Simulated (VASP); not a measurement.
# MoS2 in VASP: notebook

Aim: see how the results for MoS2 move with the level of theory and the settings. Levels: PBEsol+D3(BJ), RPBE+D4, PBE, RPBE+D3(BJ), PBE+D3(BJ). Tasks: single point.

Everything below comes from runs of VASP 6.6.1. Logs are shortened: lines on timing, memory, paths and dates and some standing lists are left out, and cuts for length are marked.

### 1 The cell of the first run

The cell holds a slab with vacuum, 6 atoms: a = 3.206 Å, b = 3.206 Å, c = 21.814 Å, α = 90.00°, β = 90.00°, γ = 120.00°.

### 2 Single point, PBEsol+D3(BJ)

INCAR

```
SYSTEM = MoS2
PREC     = Accurate       ! precision mode
ENCUT    = 520            ! plane-wave cutoff, eV
EDIFF    = 1E-6           ! SCF threshold, eV
ISMEAR   = -1             ! smearing method
SIGMA    = 0.05           ! smearing width, eV
LREAL    = .False.        ! projectors in reciprocal space
LASPH    = .True.         ! aspherical terms in the spheres
NELM     = 100            ! most SCF steps
ALGO     = Normal         ! electronic algorithm
ISIF     = 2              ! what is computed and relaxed
LWAVE    = .False.        ! write WAVECAR
LCHARG   = .False.        ! write CHGCAR
GGA      = PS             ! functional
IVDW     = 12             ! dispersion correction
NBANDS   = 35             ! bands
```

KPOINTS

```
regular mesh
0
Gamma
  10 10 2
  0 0 0
```

POSCAR

```
MoS2
1.0
    3.2056317491      0.0000000000      0.0000000000
   -1.6028158746      2.7761585299      0.0000000000
    0.0000000000      0.0000000000     21.8140523775
Mo S
2 4
Direct
    0.3333333333      0.6666666667      0.8511602300
    0.6666666667      0.3333333333      0.1488397700
    0.6666666667      0.3333333333      0.7796253900
    0.3333333333      0.6666666667      0.0772510000
    0.6666666667      0.3333333333      0.9227490000
    0.3333333333      0.6666666667      0.2203746100
```

Potentials or basis: VASP PAW PBE potentials, release 64 (Mo_sv, S).

Started as:

```bash
$ cat potpaw_PBE.64/Mo_sv/POTCAR potpaw_PBE.64/S/POTCAR > POTCAR
$ mpirun -np 1 vasp_std > vasp.out
```

OUTCAR:

```text
SYSTEM = MoS2
   PREC = Accurate
   ENCUT = 520
   EDIFF = 1E-6
   ISMEAR = -1
   LREAL = .False.
   LASPH = .True.
   NELM = 100
   ISIF = 2
   GGA = PS
   IVDW = 12
 IVDW          = 12

 ion  position               nearest neighbor table
   1  0.333  0.667  0.851-   3 2.42   3 2.42   3 2.42   5 2.42   5 2.42   5 2.42
   2  0.667  0.333  0.149-   6 2.42   6 2.42   6 2.42   4 2.42   4 2.42   4 2.42
   3  0.667  0.333  0.780-   1 2.42   1 2.42   1 2.42
   4  0.333  0.667  0.077-   2 2.42   2 2.42   2 2.42
   5  0.667  0.333  0.923-   1 2.42   1 2.42   1 2.42
   6  0.333  0.667  0.220-   2 2.42   2 2.42   2 2.42

  LATTYP: Found a hexagonal cell.
 ALAT       =     3.2056317491
 C/A-ratio  =     6.8049152507

  Lattice vectors:

 A1 = (   3.2056317491,   0.0000000000,   0.0000000000)
 A2 = (  -1.6028158746,   2.7761585299,   0.0000000000)
 A3 = (   0.0000000000,   0.0000000000,  21.8140523775)

Analysis of symmetry for initial positions (statically):
=====================================================================
 Subroutine PRICEL returns:
 Original cell was already a primitive cell.

 Routine SETGRP: Setting up the symmetry group for a
 hexagonal supercell.

 Subroutine GETGRP returns: Found 12 space group operations
 (whereof 12 operations were pure point group operations)
 out of a pool of 24 trial point group operations.

The static configuration has the point symmetry D_3d.

Analysis of symmetry for dynamics (positions and initial velocities):
=====================================================================
 Subroutine PRICEL returns:
 Original cell was already a primitive cell.

 Routine SETGRP: Setting up the symmetry group for a
 hexagonal supercell.

 Subroutine GETGRP returns: Found 12 space group operations
 (whereof 12 operations were pure point group operations)
 out of a pool of 24 trial point group operations.

The dynamic configuration has the point symmetry D_3d.

 Subroutine INISYM returns: Found 12 space group operations
 (whereof 12 operations are pure point group operations),
 and found     1 'primitive' translations

----------------------------------------------------------------------------------------

                                     Primitive cell

  volume of cell :     194.1307

  direct lattice vectors                    reciprocal lattice vectors
     3.205631749  0.000000000  0.000000000     0.311950991  0.180104988  0.000000000
    -1.602815875  2.776158530  0.000000000     0.000000000  0.360209977  0.000000000
     0.000000000  0.000000000 21.814052378     0.000000000  0.000000000  0.045842010

  length of vectors
     3.205631749  3.205631749 21.814052378     0.360209977  0.360209977  0.045842010

  position of ions in fractional coordinates (direct lattice)
     0.333333333  0.666666667  0.851160230
     0.666666667  0.333333333  0.148839770
     0.666666667  0.333333333  0.779625390
     0.333333333  0.666666667  0.077251000
     0.666666667  0.333333333  0.922749000
     0.333333333  0.666666667  0.220374610

  ion indices of the primitive-cell ions
   primitive index   ion index
                 1           1
                 2           2
                 3           3
                 4           4
                 5           5
                 6           6

----------------------------------------------------------------------------------------

 KPOINTS: regular mesh

Automatic generation of k-mesh.
 Grid dimensions read from file:
 generate k-points for:   10   10    2

 Generating k-lattice:

  Cartesian coordinates                     Fractional coordinates (reciprocal lattice)
     0.031195099  0.018010499  0.000000000     0.100000000  0.000000000  0.000000000
     0.000000000  0.036020998  0.000000000     0.000000000  0.100000000  0.000000000
     0.000000000  0.000000000  0.022921005     0.000000000  0.000000000  0.500000000

  Length of vectors
     0.036020998  0.036020998  0.022921005

  Shift w.r.t. Gamma in fractional coordinates (k-lattice)
     0.000000000  0.000000000  0.000000000

 Subroutine IBZKPT returns following result:
 ===========================================

 Found     28 irreducible k-points:

 Following reciprocal coordinates:
            Coordinates               Weight
  0.000000  0.000000  0.000000      1.000000
  0.100000 -0.000000  0.000000      6.000000
  0.200000 -0.000000  0.000000      6.000000
  0.300000  0.000000  0.000000      6.000000
  0.400000 -0.000000  0.000000      6.000000
  0.500000 -0.000000  0.000000      3.000000
[... 16 lines left out ...]
  0.300000  0.100000  0.500000     12.000000
  0.400000  0.100000  0.500000     12.000000
 [... further k-points ...]
   k-points           NKPTS =     28   k-points in BZ     NKDIM =     28   number of bands    NBANDS=     35
   number of dos      NEDOS =    301   number of ions     NIONS =      6
   total plane-waves  NPLWV =  93312
   dimension x,y,z NGX =    24 NGY =   24 NGZ =  162
   dimension x,y,z NGXF=    48 NGYF=   48 NGZF=  324
   ions per type =               2   4
   NGX,Y,Z   is equivalent  to a cutoff of  12.45, 12.45, 12.35 a.u.
   NGXF,Y,Z  is equivalent  to a cutoff of  24.89, 24.89, 24.69 a.u.
 SYSTEM =  MoS2
   PREC   = accura    normal or accurate (medium, high low for compatibility)
   ISTART =      0    job   : 0-new  1-cont  2-samecut
   ICHARG =      2    charge: 1-file 2-atom 10-const
   ISPIN  =      1    spin polarized calculation?
   LNONCOLLINEAR =      F non collinear calculations
   LSORBIT =      F    spin-orbit coupling
   LASPH  =      T    aspherical Exc in radial PAW
   ENCUT  =  520.0 eV  38.22 Ry    6.18 a.u.   5.96  5.96 40.56*2*pi/ulx,y,z
   NELM   =    100;   NELMIN=  2; NELMDL= -5     # of ELM steps
   EDIFF  = 0.1E-05   stopping-criterion for ELM
   LREAL  =      F    real-space projection
   EDIFFG = 0.1E-04   stopping-criterion for IOM
   NSW    =      0    number of steps for IOM
   IBRION =     -1    ionic relax: 0-MD 1-quasi-New 2-CG
   NFREE  =      0    steps in history (QN), initial steepest desc. (CG)
   ISIF   =      2    stress and relaxation
   ISYM   =      2    0-nonsym 1-usesym 2-fastsym
   POTIM  = 0.5000    time-step for ionic-motion
   TEBEG  =    0.0;   TEEND  =   0.0 temperature during run
   PSTRESS=    0.0 pullay stress
   NELECT =      52.0000    total number of electrons
   NUPDOWN=      -1.0000    fix difference up-down
   EMIN   =  10.00;   EMAX   =-10.00  energy-range for DOS
   EFERMI =   0.00;   METHOD = LEGACY
   ISMEAR =    -1;   SIGMA  =   0.05  broadening in eV -4-tet -1-fermi 0-gaus
   EFERMI_NEDOS =   21; number of points for ismear=-14 and -15
   IALGO  =     38    algorithm
   IMIX   =      4    mixing-type and parameters
     AMIX     =   0.40;   BMIX     =  1.00
     AMIX_MAG =   1.60;   BMIX_MAG =  1.00
  volume/ion in A,a.u.               =      32.36       218.34
  Fermi-wavevector in a.u.,A,eV,Ry     =   1.055305  1.994237 15.152373  1.113668
  Thomas-Fermi vector in A             =   2.190498
   LORBIT       =      0    0 simple, 1 ext, 2 COOP (PROOUT), +10 PAW based schemes
   GGA     = PS    functional components
   LHFCALC =     F    Hartree Fock is set to
   AEXX    =    0.0000 exact exchange contribution
   IVDW    =    12    specifies the selected vdW correction
   LEPSILON=     F    determine dielectric tensor
   LRPA    =     F    only Hartree local field effects (RPA)
 non-spin polarized calculation
  energy-cutoff  :      520.00
  volume of cell :      194.13
 maximum number of plane-waves:      5270
 NGX is ok and might be reduce to    24
   NGX = 11   NGY = 11   NGZ = 81

 number of electron      52.0000000 magnetization

 Free energy of the ion-electron system (eV)
  ---------------------------------------------------
  ext. energy  EPLUGINS =         0.00000000
  ---------------------------------------------------
  free energy    TOTEN  =       -46.77932016 eV

  energy without entropy =      -46.77932002  energy(sigma->0) =      -46.77932009

 E-fermi :   2.0413     XC(G=0):  -6.6135

 val. band max:        1.4176282439   @ k =   0.0000   0.0000   0.0000
 cond. band min:       2.7781203201   @ k =   0.3000   0.3000   0.0000
 fundamental gap:      1.3604920762
 Fermi energy:         2.0413214795

 k-point     1 :       0.0000    0.0000    0.0000
  band No.  band energies     occupation
      1     -59.7307      2.00000
      2     -59.7307      2.00000
      3     -33.8910      2.00000
      4     -33.8909      2.00000
      5     -33.7016      2.00000
      6     -33.7016      2.00000
[... 27 lines left out ...]
     34       4.0521      0.00000
     35       6.5025      0.00000

 k-point     2 :       0.1000   -0.0000    0.0000
  band No.  band energies     occupation
      1     -59.7274      2.00000
      2     -59.7274      2.00000
      3     -33.8844      2.00000
      4     -33.8843      2.00000
      5     -33.7356      2.00000
      6     -33.7356      2.00000
[... 27 lines left out ...]
     34       4.0248      0.00000
     35       6.7476      0.00000

 k-point     3 :       0.2000   -0.0000    0.0000
  band No.  band energies     occupation
      1     -59.7188      2.00000
      2     -59.7188      2.00000
      3     -33.8670      2.00000
      4     -33.8670      2.00000
      5     -33.8239      2.00000
      6     -33.8239      2.00000
[... 27 lines left out ...]
     34       4.5531      0.00000
     35       7.3126      0.00000
[... 723 lines left out ...]
 k-point    23 :       0.3000    0.1000    0.5000
  band No.  band energies     occupation
      1     -59.7023      2.00000
      2     -59.7023      2.00000
      3     -33.9764      2.00000
      4     -33.9764      2.00000
      5     -33.8335      2.00000
      6     -33.8335      2.00000
[... 27 lines left out ...]
     34       5.3804      0.00000
     35       8.4897      0.00000

 k-point    24 :       0.4000    0.1000    0.5000
  band No.  band energies     occupation
      1     -59.6963      2.00000
      2     -59.6963      2.00000
      3     -34.0315      2.00000
      4     -34.0315      2.00000
      5     -33.8215      2.00000
      6     -33.8215      2.00000
[... 27 lines left out ...]
     34       5.3305      0.00000
     35       7.4183      0.00000

 [... further k-points ...]

------------------------ aborting loop because EDIFF is reached ----------------------------------------

 Edisp (eV)   -1.71387

 E8    (eV) :    -1.0965

  FORCE on cell =-STRESS in cart. coord.  units (eV):
  Direction    XX          YY          ZZ          XY          YZ          ZX
  --------------------------------------------------------------------------------------
  -------------------------------------------------------------------------------------
  Total      -6.38506    -6.38506    -4.12846     0.00000     0.00000     0.00000
  in kB     -52.69642   -52.69642   -34.07256     0.00000     0.00000     0.00000
  external pressure =      -46.49 kB  Pullay stress =        0.00 kB

 VOLUME and BASIS-vectors are now :
 -----------------------------------------------------------------------------
  energy-cutoff  :      520.00
  volume of cell :      194.13
      direct lattice vectors                 reciprocal lattice vectors
     3.205631749  0.000000000  0.000000000     0.311950991  0.180104988  0.000000000
    -1.602815875  2.776158530  0.000000000     0.000000000  0.360209977  0.000000000
     0.000000000  0.000000000 21.814052378     0.000000000  0.000000000  0.045842010

 POSITION                                       TOTAL-FORCE (eV/Angst)
 -----------------------------------------------------------------------------------
     -0.00000      1.85077     18.56725        -0.000000      0.000000      0.076145
      1.60282      0.92539      3.24680         0.000000      0.000000     -0.076145
      1.60282      0.92539     17.00679        -0.000000     -0.000000      0.509560
     -0.00000      1.85077      1.68516        -0.000000      0.000000      0.401273
      1.60282      0.92539     20.12890         0.000000      0.000000     -0.401273
     -0.00000      1.85077      4.80726         0.000000      0.000000     -0.509560
 -----------------------------------------------------------------------------------
    total drift:                                0.000000     -0.000000      0.000000

  FREE ENERGIE OF THE ION-ELECTRON SYSTEM (eV)
  ---------------------------------------------------
  free  energy   TOTEN  =       -48.4931898505 eV

  energy  without entropy=      -48.4931897114  energy(sigma->0) =      -48.49318978
```

Run time: 2.1 min. Hardware: 1 thread of Intel Xeon 6975P-C (Granite Rapids), shared host; peak memory 0.37 GiB.

What came out:

* Free energy: -48.4932 eV
* Largest force: 0.510 eV/Å
* Band gap on the k mesh: 1.36 eV, indirect (least direct gap 1.84 eV)
* Dispersion energy per atom: -0.286 eV

Forces in eV/Å, atoms in the order of the input:
```
Mo   0.000  0.000  0.076
Mo   0.000  0.000 -0.076
S    0.000  0.000  0.510
S    0.000  0.000  0.401
S    0.000  0.000 -0.401
S    0.000  0.000 -0.510
```

Levels at points of the mesh, in eV from the valence-band top:
| k point | band 22 | band 23 | band 24 | band 25 | band 26 | band 27 | band 28 | band 29 | band 30 | band 31 |
| --- | --- | --- | --- | --- | --- | --- | --- | --- | --- | --- |
| (0.00, 0.00, 0.00) | -1.88 | -1.88 | -1.68 | -0.47 | 0.00 | 2.34 | 2.34 | 2.35 | 2.35 | 2.59 |
| (0.50, 0.00, 0.00) | -2.16 | -1.39 | -1.34 | -1.01 | -0.98 | 1.81 | 1.82 | 2.28 | 2.37 | 3.29 |
| (0.00, 0.00, 0.50) | -1.88 | -1.88 | -1.68 | -0.47 | 0.00 | 2.34 | 2.34 | 2.35 | 2.35 | 2.59 |
| (0.50, 0.00, 0.50) | -2.16 | -1.39 | -1.34 | -1.01 | -0.98 | 1.81 | 1.82 | 2.28 | 2.37 | 3.29 |

Caveat: the PAW data sets were made with another functional, which shifts forces and pressure a little.

### 3 Single point, RPBE+D4

This run uses another cell than the first one, of 30.02 Å³/atom, 0.928 times its volume.

INCAR

```
SYSTEM = MoS2
  ALGO = Normal
  EDIFF = 1E-6
  ENCUT = 520
  GGA = RP
  ISIF = 2
  ISMEAR = -1
  IVDW = 13
  LASPH = .TRUE.
  LCHARG = .TRUE.
  LELF = .TRUE.
  LREAL = .FALSE.
  LVHAR = .TRUE.
  LWAVE = .FALSE.
  NBANDS = 35
  NELM = 60
  PREC = Accurate
  SIGMA = 0.05
```

KPOINTS

```
k-points
0
G
  10 10 2
  0 0 0
```

POSCAR

```
MoS2
1.0
    3.1344001930      0.0000000000      0.0000000000
   -1.5672000965      2.7144701927      0.0000000000
    0.0000000000      0.0000000000     21.1722326479
Mo S
2 4
Direct
    0.3333333333      0.6666666667      0.8608145873
    0.6666666667      0.3333333333      0.1391854127
    0.6666666667      0.3333333333      0.7866480958
    0.3333333333      0.6666666667      0.0651093675
    0.6666666667      0.3333333333      0.9348906325
    0.3333333333      0.6666666667      0.2133519042
```

Potentials or basis: VASP PAW PBE potentials, release 64 (Mo_sv, S).

Started as:

```bash
$ cat potpaw_PBE.64/Mo_sv/POTCAR potpaw_PBE.64/S/POTCAR > POTCAR
$ mpirun -np 1 vasp_std > vasp.out
```

OUTCAR:

```text
SYSTEM = MoS2
   EDIFF = 1E-6
   ENCUT = 520
   GGA = RP
   ISIF = 2
   ISMEAR = -1
   IVDW = 13
   LASPH = .TRUE.
   LREAL = .FALSE.
   NELM = 60
   PREC = Accurate

 ion  position               nearest neighbor table
   1  0.333  0.667  0.861-   5 2.39   5 2.39   5 2.39   3 2.40   3 2.40   3 2.40
   2  0.667  0.333  0.139-   4 2.39   4 2.39   4 2.39   6 2.40   6 2.40   6 2.40
   3  0.667  0.333  0.787-   1 2.40   1 2.40   1 2.40
   4  0.333  0.667  0.065-   2 2.39   2 2.39   2 2.39
   5  0.667  0.333  0.935-   1 2.39   1 2.39   1 2.39
[... 1124 lines left out ...]
  -------------------------------------------------------------------------------------
  Total      -0.15717    -0.15717    -0.16132     0.00000     0.00000     0.00000
  in kB      -1.39790    -1.39790    -1.43477     0.00000     0.00000     0.00000
  external pressure =       -1.41 kB  Pullay stress =        0.00 kB

 VOLUME and BASIS-vectors are now :
 -----------------------------------------------------------------------------
  energy-cutoff  :      520.00
  volume of cell :      180.14
      direct lattice vectors                 reciprocal lattice vectors
     3.134400193  0.000000000  0.000000000     0.319040307  0.184198007  0.000000000
    -1.567200096  2.714470193  0.000000000     0.000000000  0.368396014  0.000000000
     0.000000000  0.000000000 21.172232648     0.000000000  0.000000000  0.047231674

 POSITION                                       TOTAL-FORCE (eV/Angst)
 -----------------------------------------------------------------------------------
     -0.00000      1.80965     18.22537         0.000000      0.000000     -0.014938
      1.56720      0.90482      2.94687        -0.000000      0.000000      0.014938
      1.56720      0.90482     16.65510         0.000000      0.000000      0.028842
     -0.00000      1.80965      1.37851         0.000000     -0.000000      0.042025
      1.56720      0.90482     19.79372        -0.000000      0.000000     -0.042025
     -0.00000      1.80965      4.51714        -0.000000     -0.000000     -0.028842
 -----------------------------------------------------------------------------------
    total drift:                               -0.000000      0.000000      0.000000

  FREE ENERGIE OF THE ION-ELECTRON SYSTEM (eV)
  ---------------------------------------------------
  free  energy   TOTEN  =       -46.0072735973 eV

  energy  without entropy=      -46.0072728793  energy(sigma->0) =      -46.00727324
```

Wall time 5.9 min (1 thread of Intel Xeon 8259CL, shared host); peak memory 0.37 GiB.

Results:

* Free energy: -46.0073 eV
* Largest force: 0.042 eV/Å
* Band gap on the k mesh: 1.17 eV, indirect (least direct gap 2.01 eV)
* Dispersion energy per atom: -0.842 eV

Forces in eV/Å, atoms in the order of the input:
```
Mo   0.000  0.000 -0.015
Mo   0.000  0.000  0.015
S    0.000  0.000  0.029
S    0.000  0.000  0.042
S    0.000  0.000 -0.042
S    0.000  0.000 -0.029
```

Levels at points of the mesh, in eV from the valence-band top:
```
           k point  band 23  band 24  band 25  band 26  band 27  band 28  band 29  band 30
(0.00, 0.00, 0.00)    -1.99    -1.84    -0.90     0.00     2.26     2.26     2.30     2.30
(0.50, 0.00, 0.00)    -1.57    -1.39    -1.31    -1.22     1.82     1.86     2.26     2.44
(0.00, 0.00, 0.50)    -1.99    -1.84    -0.90     0.00     2.26     2.26     2.30     2.30
(0.50, 0.00, 0.50)    -1.57    -1.39    -1.31    -1.22     1.82     1.86     2.26     2.44
```

Caveat: the PAW data sets were made with another functional, which shifts forces and pressure a little.

(Continued in part 2 of 2.)
